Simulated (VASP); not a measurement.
Input of a VASP 6.6.1 run:

Contents of POSCAR:

```
BN
1.0
    2.5439499996      0.0000000000      0.0000000000
   -1.2719749998      2.2031253256      0.0000000000
    0.0000000000      0.0000000000      4.2919716483
B N
2 2
Direct
    0.3333333333      0.6666666667     -0.0001346901
    0.6666666667      0.3333333333      0.4998653099
    0.3333333333      0.6666666667      0.3751346901
    0.6666666667      0.3333333333      0.8751346901
```

INCAR.step1

```
SYSTEM = BN
PREC = Accurate ; ENCUT = 520
ISMEAR = 0 ; SIGMA = 0.01
LREAL = .FALSE. ; LASPH = .TRUE.
NELM = 100 ; NBANDS = 16
GGA = PE ; ALGO = Normal
EDIFF = 1E-4 ; LWAVE = .TRUE.
LCHARG = .FALSE.
```

Contents of INCAR.step2:

```
SYSTEM = BN
PREC = Accurate ; ENCUT = 520
EDIFF = 1E-7 ; ISMEAR = 0
SIGMA = 0.01 ; LREAL = .FALSE.
LASPH = .TRUE. ; NELM = 100
ALGO = Normal ; ISIF = 2
LWAVE = .FALSE. ; LCHARG = .FALSE.
METAGGA = R2SCAN ; LMIXTAU = .TRUE.
NBANDS = 16 ; ISTART = 1
```

KPOINTS

```
Automatic mesh
0
G
  12 12 6
  0 0 0
```

Potentials or basis: VASP PAW PBE potentials, release 64 (B, N).

The run is started by

```console
$ cat potpaw_PBE.64/B/POTCAR potpaw_PBE.64/N/POTCAR > POTCAR
$ cp INCAR.step1 INCAR
$ mpirun -np 1 vasp_std > vasp.out
$ cp INCAR.step2 INCAR
$ mpirun -np 1 vasp_std > vasp.out
```

Problem. What does it give for the pressure?

Solution. -6.2 GPa.

Problem. Estimate the largest force.

Solution. 0.009 eV/Å.

Problem. Estimate the band gap on the k mesh.

Solution. 5.72 eV, indirect (least direct gap 8.50 eV).

Stress tensor (GPa, compression positive):
```
  0.00   0.00   0.00
  0.00   0.00   0.00
  0.00   0.00 -18.69
```

Caveat: the cell differs from its parent crystal (uniaxial z strain +2.0%); the PAW data sets were made with another functional, which shifts forces and pressure a little. A k mesh can miss the band edges.
